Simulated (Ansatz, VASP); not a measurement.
# One calculation of Si, two programs

The input INCAR:

```
SYSTEM = Si
PREC = Accurate
ENCUT = 520
EDIFF = 1E-6
ISMEAR = -1
SIGMA = 0.02
LREAL = .FALSE.
LASPH = .TRUE.
NELM = 100
ALGO = Normal
ISIF = 2
LWAVE = .FALSE.
LCHARG = .FALSE.
LDIPOL = .TRUE.
IDIPOL = 3
DIPOL = 0.5 0.5 0.500
GGA = PS
NBANDS = 16
```

KPOINTS

```
Automatic mesh
0
G
  7 5 1
  0 0 0
```

The input POSCAR:

```
Si
1.0
    3.8424174448      0.0000000000      0.0000000000
    0.0000000000      5.4339988627      0.0000000000
    0.0000000000      0.0000000000     17.9212000000
Si
4
Direct
    0.0000000000      0.3750000000      0.4463984353
    0.5000000000      0.1250000000      0.4463984353
    0.5000000000      0.8750000000      0.5536015647
    0.0000000000      0.6250000000      0.5536015647
```

Input for Ansatz:

```yaml
crystal:
  lattice:
    - [3.8424174448, 0.0, 0.0]
    - [0.0, 5.4339988627, 0.0]
    - [0.0, 0.0, 17.9212]
  atoms:
    - { symbol: Si, position: [0.0, 0.375, 0.4463984353] }
    - { symbol: Si, position: [0.5, 0.125, 0.4463984353] }
    - { symbol: Si, position: [0.5, 0.875, 0.5536015647] }
    - { symbol: Si, position: [0.0, 0.625, 0.5536015647] }
kpoints:
  mp_grid: { grid: [7, 5, 1] }
scf:
  occupations: { method: fermi_dirac, width: 0.02 }
hamiltonian:
  xc: pbesol
  pseudopotentials: { kind: paw }
output:
  forces: true
  stress: true
  eigenvalues: true
  populations: true
efield:
  axis: 3
  amplitude: 0
  dipole_correction: true
```

Alike in both runs: task single point; functional PBEsol; k mesh 7 × 5 × 1; occupations fermi-dirac, width 0.02 eV; no spin polarisation.

```csv
,VASP,Ansatz
version,VASP 6.6.1,Ansatz 0.2.0
potentials or method,"VASP PAW PBE potentials, release 64 (Si)","PAW with Ansatz's default frozen-core files, scalar-relativistic"
plane-wave cutoff (eV),520,420
valence electrons in the cell,16,16
```

```csv
,VASP,Ansatz,Ansatz less VASP
rms of the force components (eV/Å),0.329,0.334,+0.0050
```

VASP's potentials were made for PBE, not for PBEsol. Atom by atom the forces differ by 0.005 eV/Å (rms over components).
